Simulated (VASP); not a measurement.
# Al (Fm-3m) in VASP: notebook

Al is run at these levels: PBE; tasks: single point.

All numbers are computed with VASP 6.6.1; they aren't measurements. Logs are shortened: lines on timing, memory, paths and dates and some standing lists are left out, and cuts for length are marked.

### Step 1. The cell of the first run

The structure is cubic, space group Fm-3m (No. 225). The conventional cell has a = 3.814 Å, b = 3.814 Å, c = 3.814 Å, α = 90.00°, β = 90.00°, γ = 90.00°. Within 3.6 Å of Al (site symmetry m-3m) lie 12 Al at 2.70 Å.

### Step 2. Single point, PBE

File INCAR:

```
SYSTEM = Al
PREC     = Accurate       ! precision mode
ENCUT    = 500            ! plane-wave cutoff, eV
EDIFF    = 1E-6           ! SCF threshold, eV
ISMEAR   = 0              ! smearing method
SIGMA    = 0.1            ! smearing width, eV
LREAL    = .FALSE.        ! projectors in reciprocal space
LASPH    = .TRUE.         ! aspherical terms in the spheres
NELM     = 120            ! most SCF steps
ALGO     = Normal         ! electronic algorithm
ISIF     = 2              ! what is computed and relaxed
LWAVE    = .FALSE.        ! write WAVECAR
LCHARG   = .TRUE.         ! write CHGCAR
GGA      = PE             ! functional
LELF     = .TRUE.         ! ELF
LVHAR    = .TRUE.       
NBANDS   = 8              ! bands
GGA_COMPAT= .FALSE.
```

File KPOINTS:

```
regular mesh
0
G
  16 16 16
  0 0 0
```

File POSCAR:

```
Al
1.0
    2.6969661900      0.0000000000      0.0000000000
    1.3484830950      2.3356412337      0.0000000000
    1.3484830950      0.7785470779      2.2020636730
Al
1
Direct
    0.0000000000      0.0000000000      0.0000000000
```

Potentials or basis: VASP PAW PBE potentials, release 64 (Al).

Run with:

```
$ cat potpaw_PBE.64/Al/POTCAR > POTCAR
$ mpirun -np 1 vasp_std > vasp.out
```

OUTCAR:

```text
SYSTEM = Al
   PREC = Accurate
   ENCUT = 500
   EDIFF = 1E-6
   ISMEAR = 0
   LREAL = .FALSE.
   LASPH = .TRUE.
   NELM = 120
   ISIF = 2
   GGA = PE

 ion  position               nearest neighbor table
   1  0.000  0.000  0.000-

  LATTYP: Found a face centered cubic cell.
 ALAT       =     3.8140861632

  Lattice vectors:

 A1 = (   2.6969661900,   0.0000000000,   0.0000000000)
 A2 = (   1.3484830950,   2.3356412337,   0.0000000000)
 A3 = (   1.3484830950,   0.7785470779,   2.2020636730)

Analysis of symmetry for initial positions (statically):
=====================================================================
 Subroutine PRICEL returns:
 Original cell was already a primitive cell.

 Routine SETGRP: Setting up the symmetry group for a
 face centered cubic supercell.

 Subroutine GETGRP returns: Found 48 space group operations
 (whereof 48 operations were pure point group operations)
 out of a pool of 48 trial point group operations.

The static configuration has the point symmetry O_h .

Analysis of symmetry for dynamics (positions and initial velocities):
=====================================================================
 Subroutine PRICEL returns:
 Original cell was already a primitive cell.

 Routine SETGRP: Setting up the symmetry group for a
 face centered cubic supercell.

 Subroutine GETGRP returns: Found 48 space group operations
 (whereof 48 operations were pure point group operations)
 out of a pool of 48 trial point group operations.

The dynamic configuration has the point symmetry O_h .

 Subroutine INISYM returns: Found 48 space group operations
 (whereof 48 operations are pure point group operations),
 and found     1 'primitive' translations

----------------------------------------------------------------------------------------

                                     Primitive cell

  volume of cell :      13.8711

  direct lattice vectors                    reciprocal lattice vectors
     2.696966190  0.000000000  0.000000000     0.370786999 -0.214073974 -0.151373158
     1.348483095  2.335641234  0.000000000     0.000000000  0.428147947 -0.151373158
     1.348483095  0.778547078  2.202063673     0.000000000  0.000000000  0.454119475

  length of vectors
     2.696966190  2.696966190  2.696966190     0.454119475  0.454119475  0.454119475

  position of ions in fractional coordinates (direct lattice)
     0.000000000  0.000000000  0.000000000

  ion indices of the primitive-cell ions
   primitive index   ion index
                 1           1

----------------------------------------------------------------------------------------

 KPOINTS: regular mesh

Automatic generation of k-mesh.
 Grid dimensions read from file:
 generate k-points for:   16   16   16

 Generating k-lattice:

  Cartesian coordinates                     Fractional coordinates (reciprocal lattice)
     0.023174187 -0.013379623 -0.009460822     0.062500000  0.000000000  0.000000000
     0.000000000  0.026759247 -0.009460822     0.000000000  0.062500000  0.000000000
     0.000000000  0.000000000  0.028382467     0.000000000  0.000000000  0.062500000

  Length of vectors
     0.028382467  0.028382467  0.028382467

  Shift w.r.t. Gamma in fractional coordinates (k-lattice)
     0.000000000  0.000000000  0.000000000

 Subroutine IBZKPT returns following result:
 ===========================================

 Found    145 irreducible k-points:

 Following reciprocal coordinates:
            Coordinates               Weight
  0.000000  0.000000  0.000000      1.000000
  0.062500  0.000000  0.000000      8.000000
  0.125000  0.000000  0.000000      8.000000
  0.187500  0.000000  0.000000      8.000000
  0.250000  0.000000  0.000000      8.000000
  0.312500  0.000000  0.000000      8.000000
[... 16 lines left out ...]
 -0.125000  0.062500 -0.000000     24.000000
 -0.062500  0.062500 -0.000000     12.000000
 [... further k-points ...]
   k-points           NKPTS =    145   k-points in BZ     NKDIM =    145   number of bands    NBANDS=      8
   number of dos      NEDOS =    301   number of ions     NIONS =      1
   total plane-waves  NPLWV =   8000
   dimension x,y,z NGX =    20 NGY =   20 NGZ =   20
   dimension x,y,z NGXF=    40 NGYF=   40 NGZF=   40
   ions per type =               1
   NGX,Y,Z   is equivalent  to a cutoff of  12.33, 12.33, 12.33 a.u.
   NGXF,Y,Z  is equivalent  to a cutoff of  24.66, 24.66, 24.66 a.u.
 SYSTEM =  Al
   PREC   = accura    normal or accurate (medium, high low for compatibility)
   ISTART =      0    job   : 0-new  1-cont  2-samecut
   ICHARG =      2    charge: 1-file 2-atom 10-const
   ISPIN  =      1    spin polarized calculation?
   LNONCOLLINEAR =      F non collinear calculations
   LSORBIT =      F    spin-orbit coupling
   LASPH  =      T    aspherical Exc in radial PAW
   ENCUT  =  500.0 eV  36.75 Ry    6.06 a.u.   4.92  4.92  4.92*2*pi/ulx,y,z
   NELM   =    120;   NELMIN=  2; NELMDL= -5     # of ELM steps
   EDIFF  = 0.1E-05   stopping-criterion for ELM
   LREAL  =      F    real-space projection
   EDIFFG = 0.1E-04   stopping-criterion for IOM
   NSW    =      0    number of steps for IOM
   IBRION =     -1    ionic relax: 0-MD 1-quasi-New 2-CG
   NFREE  =      0    steps in history (QN), initial steepest desc. (CG)
   ISIF   =      2    stress and relaxation
   ISYM   =      2    0-nonsym 1-usesym 2-fastsym
   POTIM  = 0.5000    time-step for ionic-motion
   TEBEG  =    0.0;   TEEND  =   0.0 temperature during run
   PSTRESS=    0.0 pullay stress
   NELECT =       3.0000    total number of electrons
   NUPDOWN=      -1.0000    fix difference up-down
   EMIN   =  10.00;   EMAX   =-10.00  energy-range for DOS
   EFERMI =   0.00;   METHOD = LEGACY
   ISMEAR =     0;   SIGMA  =   0.10  broadening in eV -4-tet -1-fermi 0-gaus
   EFERMI_NEDOS =   21; number of points for ismear=-14 and -15
   IALGO  =     38    algorithm
   IMIX   =      4    mixing-type and parameters
     AMIX     =   0.40;   BMIX     =  1.00
     AMIX_MAG =   1.60;   BMIX_MAG =  1.00
  volume/ion in A,a.u.               =      13.87        93.61
  Fermi-wavevector in a.u.,A,eV,Ry     =   0.982678  1.856993 13.138559  0.965657
  Thomas-Fermi vector in A             =   2.113779
   LORBIT       =      0    0 simple, 1 ext, 2 COOP (PROOUT), +10 PAW based schemes
   GGA     = PE    functional components
   LHFCALC =     F    Hartree Fock is set to
   AEXX    =    0.0000 exact exchange contribution
   IVDW    =     0    specifies the selected vdW correction
   LEPSILON=     F    determine dielectric tensor
   LRPA    =     F    only Hartree local field effects (RPA)
 non-spin polarized calculation
 Gauss-broadening in eV      SIGMA  =   0.10
  energy-cutoff  :      500.00
  volume of cell :       13.87
 maximum number of plane-waves:       363
   NGX =  9   NGY =  9   NGZ =  9

 number of electron       3.0000000 magnetization

 Free energy of the ion-electron system (eV)
  ---------------------------------------------------
  ext. energy  EPLUGINS =         0.00000000
  ---------------------------------------------------
  free energy    TOTEN  =        -3.61307196 eV

  energy without entropy =       -3.61198123  energy(sigma->0) =       -3.61252659

 E-fermi :   9.9771     XC(G=0): -10.8415

 val. band max:        9.8713685175   @ k =  -0.2500   0.3125   0.1250
 cond. band min:      10.0308976449   @ k =  -0.3125   0.4375   0.1250
 fundamental gap:      0.1595291274
 Fermi energy:         9.9770736364

 k-point     1 :       0.0000    0.0000    0.0000
  band No.  band energies     occupation
      1      -2.4533      2.00000
      2      23.5625      0.00000
      3      23.5625      0.00000
      4      23.5625      0.00000
      5      26.4721      0.00000
      6      26.4721      0.00000
      7      26.4721      0.00000
      8      27.7182      0.00000

 k-point     2 :       0.0625    0.0000    0.0000
  band No.  band energies     occupation
      1      -2.3342      2.00000
      2      21.8158      0.00000
      3      23.3202      0.00000
      4      23.3202      0.00000
      5      26.7505      0.00000
      6      26.9083      0.00000
      7      26.9083      0.00000
      8      29.0928      0.00000

 k-point     3 :       0.1250    0.0000    0.0000
  band No.  band energies     occupation
      1      -1.9777      2.00000
      2      19.0911      0.00000
      3      22.8503      0.00000
      4      22.8503      0.00000
      5      26.5381      0.00000
      6      27.9438      0.00000
      7      27.9438      0.00000
      8      29.3226      0.00000

 k-point     4 :       0.1875    0.0000    0.0000
  band No.  band energies     occupation
      1      -1.3860      2.00000
      2      16.3540      0.00000
      3      22.4181      0.00000
      4      22.4181      0.00000
      5      26.2230      0.00000
      6      27.8134      0.00000
      7      27.8134      0.00000
      8      29.4139      0.00000

 k-point     5 :       0.2500    0.0000    0.0000
  band No.  band energies     occupation
      1      -0.5626      2.00000
      2      13.7344      0.00000
      3      22.1150      0.00000
      4      22.1150      0.00000
      5      25.9721      0.00000
      6      26.4918      0.00000
      7      26.4918      0.00000
      8      30.9522      0.00000
[... 177 lines left out ...]
 k-point    22 :      -0.1875    0.0625   -0.0000
  band No.  band energies     occupation
      1      -1.0324      2.00000
      2      15.5234      0.00000
      3      20.2507      0.00000
      4      23.6983      0.00000
      5      26.0810      0.00000
      6      26.9026      0.00000
      7      27.8299      0.00000
      8      28.6956      0.00000

 k-point    23 :      -0.1250    0.0625   -0.0000
  band No.  band energies     occupation
      1      -1.7012      2.00000
      2      18.1672      0.00000
      3      20.7640      0.00000
      4      23.9187      0.00000
      5      27.1607      0.00000
      6      27.3482      0.00000
      7      27.5849      0.00000
      8      29.0126      0.00000

 k-point    24 :      -0.0625    0.0625   -0.0000
  band No.  band energies     occupation
      1      -2.1360      2.00000
      2      20.5901      0.00000
      3      21.6776      0.00000
      4      23.8727      0.00000
      5      26.6916      0.00000
      6      27.1791      0.00000
      7      27.8295      0.00000
      8      29.1537      0.00000

 [... further k-points ...]
[... 5 lines left out ...]
  --------------------------------------------------------------------------------------
  -------------------------------------------------------------------------------------
  Total        1.7284807      1.7284807      1.7284807     -0.0000000      0.0000000      0.0000000
  in kB      199.6473755    199.6473755    199.6473755     -0.0000000      0.0000000      0.0000000
  external PRESSURE =     199.6473755 kB  Pullay stress =       0.0000000 kB

 VOLUME and BASIS-vectors are now :
 -----------------------------------------------------------------------------
  energy-cutoff  :      500.00
  volume of cell :       13.87
      direct lattice vectors                 reciprocal lattice vectors
     2.696966190  0.000000000  0.000000000     0.370786999 -0.214073974 -0.151373158
     1.348483095  2.335641234  0.000000000     0.000000000  0.428147947 -0.151373158
     1.348483095  0.778547078  2.202063673     0.000000000  0.000000000  0.454119475

 POSITION                                       TOTAL-FORCE (eV/Angst)
 -----------------------------------------------------------------------------------
      0.00000      0.00000      0.00000        -0.000000     -0.000000      0.000000
 -----------------------------------------------------------------------------------
    total drift:                               -0.000000      0.000000      0.000000

  FREE ENERGIE OF THE ION-ELECTRON SYSTEM (eV)
  ---------------------------------------------------
  free  energy   TOTEN  =        -3.6130719592 eV

  energy  without entropy=       -3.6119812291  energy(sigma->0) =       -3.61252659
```

Wall time 8.4 s (1 thread of Intel Xeon Platinum 8488C (Sapphire Rapids), shared host); peak memory 0.12 GiB.

What came out:

```
Free energy : -3.6131 eV
Pressure    : 20.0 GPa
```

### Step 3. Single point, PBE

This run uses another cell than the first one, of 14.90 Å³/atom, 1.074 times its volume.

File INCAR:

```
SYSTEM = Al
PREC = Accurate
ENCUT = 500
EDIFF = 1E-6
ISMEAR = 0
SIGMA = 0.1
LREAL = .False.
LASPH = .True.
NELM = 120
ALGO = Normal
ISIF = 2
LWAVE = .False.
LCHARG = .False.
GGA = PE
NBANDS = 8
GGA_COMPAT = .False.
```

File KPOINTS:

```
Automatic mesh
0
Gamma
  16 16 16
  0 0 0
```

File POSCAR:

```
Al
1.0
    2.7620755694      0.0000000000      0.0000000000
    1.3810377847      2.3920276103      0.0000000000
    1.3810377847      0.7973425368      2.2552252587
Al
1
Direct
    0.0000000000      0.0000000000      0.0000000000
```

Potentials or basis: VASP PAW PBE potentials, release 64 (Al).

Run with:

```
$ cat potpaw_PBE.64/Al/POTCAR > POTCAR
$ mpirun -np 1 vasp_std > vasp.out
```

Run time: 7.4 s. Hardware: 1 thread of Intel Xeon Platinum 8488C (Sapphire Rapids), shared host; peak memory 0.12 GiB.

Results (log left out):

- Free energy: -3.7073 eV
- Pressure: 10.0 GPa

Levels at points of the mesh, in eV from the Fermi level:
```
           k point  band 1  band 2  band 3  band 4  band 5  band 6
(0.00, 0.00, 0.00)  -11.89   13.17   13.17   13.17   15.47   15.47
(0.50, 0.00, 0.00)   -5.04   -4.55   11.91   11.91   12.52   12.52
(0.50, 0.50, 0.00)   -3.20   -1.67    5.25    6.07    6.07   10.07
```

### Step 4. Single point, PBE

This run uses another cell than the first one, of 16.48 Å³/atom, 1.188 times its volume.

File INCAR:

```
PREC = Accurate
ENCUT = 500
EDIFF = 1E-6
ISMEAR = 0
SIGMA = 0.1
LREAL = F
LASPH = T
NELM = 120
ALGO = Normal
ISIF = 2
LWAVE = F
LCHARG = F
GGA = PE
NBANDS = 8
GGA_COMPAT = F
```

File KPOINTS:

```
Automatic mesh
0
Gamma
  16 16 16
```

File POSCAR:

```
Al
1.0
    2.8566756468      0.0000000000      0.0000000000
    1.4283378234      2.4739536805      0.0000000000
    1.4283378234      0.8246512268      2.3324658985
Al
1
Direct
    0.0000000000      0.0000000000      0.0000000000
```

Run with:

```
$ cat potpaw_PBE.64/Al/POTCAR > POTCAR
$ mpirun -np 1 vasp_std > vasp.out
```

Wall time 9.4 s (1 thread of Intel Xeon Platinum 8488C (Sapphire Rapids), shared host); peak memory 0.13 GiB.

Results (log left out):

- Free energy: -3.7522 eV
- Pressure: 0.0 GPa

Levels at points of the mesh, in eV from the Fermi level:
```tsv
k point	band 1	band 2	band 3	band 4	band 5
(0.00, 0.00, 0.00)	-11.18	12.59	12.59	12.59	14.08
(0.50, 0.00, 0.00)	-4.64	-4.42	11.38	11.38	11.43
(0.50, 0.50, 0.00)	-2.97	-1.64	5.22	5.56	5.56
```

### Step 5. Overview

| cell | gap on the mesh (eV) | pressure (GPa) |
| --- | --- | --- |
| a = 2.697 Å, angles 60.0°, 1 atom | none | 20.0 |
| a = 2.762 Å, angles 60.0°, 1 atom | none | 10.0 |
| a = 2.857 Å, angles 60.0°, 1 atom | none | 0.0 |

Alike in all rows: task single point; level PBE; potentials or basis VASP PAW PBE potentials, release 64 (Al); no spin polarisation; k mesh 16 × 16 × 16; cutoff (eV) 500; smearing gaussian 0.1 eV.

Absolute energies hang on the potentials; compare differences alone.
